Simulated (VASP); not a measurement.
TiNb3B:

```
CELL_PARAMETERS angstrom
4.18978 0.00000 0.00000
0.00000 4.18978 0.00000
0.00000 0.00000 4.18978
ATOMIC_POSITIONS crystal
Ti 0.00000 0.00000 0.00000
Nb 0.00000 0.50000 0.50000
Nb 0.50000 0.00000 0.50000
Nb 0.50000 0.50000 0.00000
B 0.50000 0.50000 0.50000
```

* Program: VASP 6.6.1
* Task: relaxation of cell and atoms
* Functional: PBE
* Potentials or basis: VASP PAW PBE potentials, release 64 (Ti_sv, Nb_sv, B)
* Cutoff: 600 eV
* k mesh: 4 × 4 × 4
* Occupations: gaussian, width 0.1 eV
* Spin: no spin polarisation

At the start: pressure 30.1 GPa; volume 14.71 Å³/atom.

Question: How do energy, volume and symmetry change on relaxing?

Answer: Over 4 steps the energy falls by 191.3 meV/atom and the volume is 16.99 Å³/atom (+15.5 %); space group Pm-3m (No. 221, to 0.05 Å).

The path:
| step | energy change (eV) | largest force (eV/Å) | pressure (GPa) | volume (Å³) |
| --- | --- | --- | --- | --- |
| 1 | 0.0000 | 0.0000 | 30.12 | 73.55 |
| 2 | 1.0742 | 0.0000 | -24.04 | 107.08 |
| 3 | -0.9538 | 0.0000 | -1.32 | 85.57 |
| 4 | -0.9567 | 0.0000 | -0.18 | 84.96 |

Final structure:
```
Ti Nb B
1.0
     4.39613    0.00000    0.00000
     0.00000    4.39613    0.00000
     0.00000    0.00000    4.39613
Ti Nb B
1 3 1
Cartesian
  0.0000 0.0000 0.0000
  0.0000 2.1981 2.1981
  2.1981 0.0000 2.1981
  2.1981 2.1981 0.0000
  2.1981 2.1981 2.1981
```

Caveat: the k points lie up to 0.36 Å⁻¹ apart in the final cell; the volume moved by over 15 % at a fixed basis, so the end points are rough.
